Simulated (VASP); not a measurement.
# BAs (F-43m) in VASP: a series of runs, part 3 of 3

VASP 6.6.1. Earlier steps stand in the parts before.

## 5. Single point, RPBE

This run uses another cell than the first one, of 13.90 Å³/atom, 1.020 times its volume.

Contents of INCAR:

```
SYSTEM = BAs
PREC = Accurate
ENCUT = 520
EDIFF = 1E-7
ISMEAR = -1
SIGMA = 0.05
LREAL = .False.
LASPH = .True.
NELM = 100
ALGO = Normal
ISIF = 2
LWAVE = .False.
LCHARG = .True.
GGA = RP
LELF = .True.
LVHAR = .True.
NBANDS = 11
```

Contents of KPOINTS:

```
regular mesh
0
Gamma
  10 10 10
  0 0 0
```

Contents of POSCAR:

```
BAs
1.0
    0.0000000000      2.4043183418      2.4043183418
    2.4043183418      0.0000000000      2.4043183418
    2.4043183418      2.4043183418      0.0000000000
As B
1 1
Direct
    0.7500000000      0.7500000000      0.7500000000
    0.0000000000      0.0000000000      0.0000000000
```

Command:

```console
> cat potpaw_PBE.64/As/POTCAR potpaw_PBE.64/B/POTCAR > POTCAR
> mpirun -np 1 vasp_std > vasp.out
```

Run time: 17 s. Hardware: 1 thread of Intel Xeon Platinum 8259CL at 2.50GHz (Skylake/Cascade Lake), shared host; peak memory 0.16 GiB.

The run converged. Its results:

```
Free energy            : -10.7428 eV
Pressure               : 3.2 GPa
Band gap on the k mesh : 1.23 eV, indirect (least direct gap 3.25 eV)
```

Levels at points of the mesh, in eV from the valence-band top:
```tsv
k point	band 1	band 2	band 3	band 4	band 5	band 6	band 7	band 8	band 9
(0.00, 0.00, 0.00)	-15.23	0.00	0.00	0.00	3.25	3.25	3.25	4.46	9.64
(0.50, 0.00, 0.00)	-12.42	-8.66	-1.79	-1.79	2.60	4.76	4.76	8.93	12.72
(0.50, 0.50, 0.00)	-11.12	-8.46	-4.00	-4.00	1.47	1.52	11.24	11.24	12.82
```

Caveat: the PAW data sets were made with another functional, which shifts forces and pressure a little. RPBE gaps usually lie below the measured ones, often by a third to a half.

## 6. Single point, RPBE

This run uses another cell than the first one, of 14.17 Å³/atom, 1.040 times its volume.

Contents of INCAR:

```
PREC = Accurate ; ENCUT = 520
EDIFF = 1E-6 ; ISMEAR = -1
SIGMA = 0.05 ; LREAL = False
LASPH = True ; NELM = 60
ALGO = Normal ; ISIF = 2
LWAVE = False ; LCHARG = False
GGA = RP ; NBANDS = 11
```

Contents of KPOINTS:

```
regular mesh
0
Gamma
  10 10 10
```

Contents of POSCAR:

```
BAs
1.0
    0.0000000000      2.4199312360      2.4199312360
    2.4199312360      0.0000000000      2.4199312360
    2.4199312360      2.4199312360      0.0000000000
As B
1 1
Direct
    0.7500000000      0.7500000000      0.7500000000
    0.0000000000      0.0000000000      0.0000000000
```

Potentials or basis: VASP PAW PBE potentials, release 64 (As, B).

Command:

```console
> cat potpaw_PBE.64/As/POTCAR potpaw_PBE.64/B/POTCAR > POTCAR
> mpirun -np 1 vasp_std > vasp.out
```

OUTCAR:

```text
PREC = Accurate
   ENCUT = 520
   EDIFF = 1E-6
   ISMEAR = -1
   LREAL = False
   LASPH = True
   NELM = 60
   ISIF = 2
   GGA = RP

 ion  position               nearest neighbor table
   1  0.750  0.750  0.750-   2 2.10   2 2.10   2 2.10   2 2.10
   2  0.000  0.000  0.000-   1 2.10   1 2.10   1 2.10   1 2.10

  LATTYP: Found a face centered cubic cell.
 ALAT       =     4.8398624720

  Lattice vectors:

 A1 = (   0.0000000000,   2.4199312360,   2.4199312360)
 A2 = (   2.4199312360,   0.0000000000,   2.4199312360)
 A3 = (   2.4199312360,   2.4199312360,   0.0000000000)
[... 512 lines left out ...]
      7      14.4030      0.00000
      8      14.6495      0.00000
      9      17.6159      0.00000
     10      21.2313      0.00000
     11      21.3848      0.00000

 [... further k-points ...]
[... 5 lines left out ...]
  --------------------------------------------------------------------------------------
  -------------------------------------------------------------------------------------
  Total        0.1011256      0.1011256      0.1011256     -0.0000000     -0.0000000      0.0000000
  in kB        5.7165299      5.7165299      5.7165299     -0.0000000     -0.0000000      0.0000000
  external PRESSURE =       5.7165299 kB  Pullay stress =       0.0000000 kB

 VOLUME and BASIS-vectors are now :
 -----------------------------------------------------------------------------
  energy-cutoff  :      520.00
  volume of cell :       28.34
      direct lattice vectors                 reciprocal lattice vectors
     0.000000000  2.419931236  2.419931236    -0.206617441  0.206617441  0.206617441
     2.419931236  0.000000000  2.419931236     0.206617441 -0.206617441  0.206617441
     2.419931236  2.419931236  0.000000000     0.206617441  0.206617441 -0.206617441

 POSITION                                       TOTAL-FORCE (eV/Angst)
 -----------------------------------------------------------------------------------
      3.62990      3.62990      3.62990         0.000000      0.000000      0.000000
      0.00000      0.00000      0.00000        -0.000000     -0.000000     -0.000000
 -----------------------------------------------------------------------------------
    total drift:                                0.000000      0.000000      0.000000

  FREE ENERGIE OF THE ION-ELECTRON SYSTEM (eV)
  ---------------------------------------------------
  free  energy   TOTEN  =       -10.7491612418 eV

  energy  without entropy=      -10.7491611982  energy(sigma->0) =      -10.74916122
```

OSZICAR:

```text
N       E                     dE             d eps       ncg     rms          rms(c)
DAV:   1     0.129044001799E+02    0.12904E+02   -0.38528E+03  1034   0.646E+02
DAV:   2    -0.105313065879E+02   -0.23436E+02   -0.22187E+02  1395   0.102E+02
DAV:   3    -0.112679791393E+02   -0.73667E+00   -0.73491E+00  1295   0.169E+01
DAV:   4    -0.112702613939E+02   -0.22823E-02   -0.22821E-02  1143   0.102E+00
DAV:   5    -0.112702647977E+02   -0.34039E-05   -0.34044E-05  1234   0.436E-02    0.475E+00
DAV:   6    -0.107915160198E+02    0.47875E+00   -0.13814E+00  1088   0.466E+00    0.236E+00
DAV:   7    -0.107501448375E+02    0.41371E-01   -0.17411E-01  1217   0.202E+00    0.981E-01
DAV:   8    -0.107482451237E+02    0.18997E-02   -0.18911E-02  1124   0.818E-01    0.951E-02
DAV:   9    -0.107488470822E+02   -0.60196E-03   -0.10214E-03  1184   0.176E-01    0.532E-02
DAV:  10    -0.107491483330E+02   -0.30125E-03   -0.43732E-04  1097   0.129E-01    0.128E-02
DAV:  11    -0.107491593640E+02   -0.11031E-04   -0.15094E-05  1283   0.257E-02    0.936E-03
DAV:  12    -0.107491612322E+02   -0.18681E-05   -0.64629E-06  1067   0.161E-02    0.384E-03
DAV:  13    -0.107491612418E+02   -0.96608E-08   -0.90908E-08   781   0.211E-03
   1 F= -.10749161E+02 E0= -.10749161E+02  d E =-.436014E-07
```

Run time: 15 s. Hardware: 1 thread of Intel Xeon Platinum 8259CL at 2.50GHz (Skylake/Cascade Lake), shared host; peak memory 0.16 GiB.

What came out:

- Free energy: -10.7492 eV
- Pressure: 0.6 GPa
- Band gap on the k mesh: 1.25 eV, indirect (least direct gap 3.23 eV)

Levels at points of the mesh, in eV from the valence-band top:
```
           k point  band 1  band 2  band 3  band 4  band 5  band 6  band 7  band 8  band 9
(0.00, 0.00, 0.00)  -15.05    0.00    0.00    0.00    3.23    3.23    3.23    4.22    9.56
(0.50, 0.00, 0.00)  -12.32   -8.52   -1.76   -1.76    2.49    4.74    4.74    8.89   12.59
(0.50, 0.50, 0.00)  -11.04   -8.35   -3.92   -3.92    1.50    1.54   11.05   11.05   12.66
```

Caveat: the PAW data sets were made with another functional, which shifts forces and pressure a little.

## 7. Overview

```tsv
task	level	cell	cutoff (eV)	smearing	gap on the mesh (eV)	pressure (GPa)	relaxed volume (Å³/atom)
single point	PBE	a = 3.378 Å, angles 60.0°, 2 atoms	520	gaussian 0.017 eV	1.18	3.4	-
relaxation of cell and atoms	PBE+D3(BJ)	relaxed from a = 3.378 Å, angles 60.0°, 2 atoms	600	fermi-dirac 0.05 eV	1.17	0.0	13.58
relaxation of cell and atoms	PBE+D4	relaxed from a = 3.378 Å, angles 60.0°, 2 atoms	600	fermi-dirac 0.05 eV	1.17	0.0	13.53
single point	RPBE	a = 3.400 Å, angles 60.0°, 2 atoms	520	fermi-dirac 0.05 eV	1.23	3.2	-
single point	RPBE	a = 3.422 Å, angles 60.0°, 2 atoms	520	fermi-dirac 0.05 eV	1.25	0.6	-
```

Alike in all rows: potentials or basis VASP PAW PBE potentials, release 64 (As, B); no spin polarisation; k mesh 10 × 10 × 10.

Caveats: the PAW data sets were made with another functional, which shifts forces and pressure a little (some runs).

Total energies depend on the potentials used, so only differences within one code and one set of settings carry meaning.
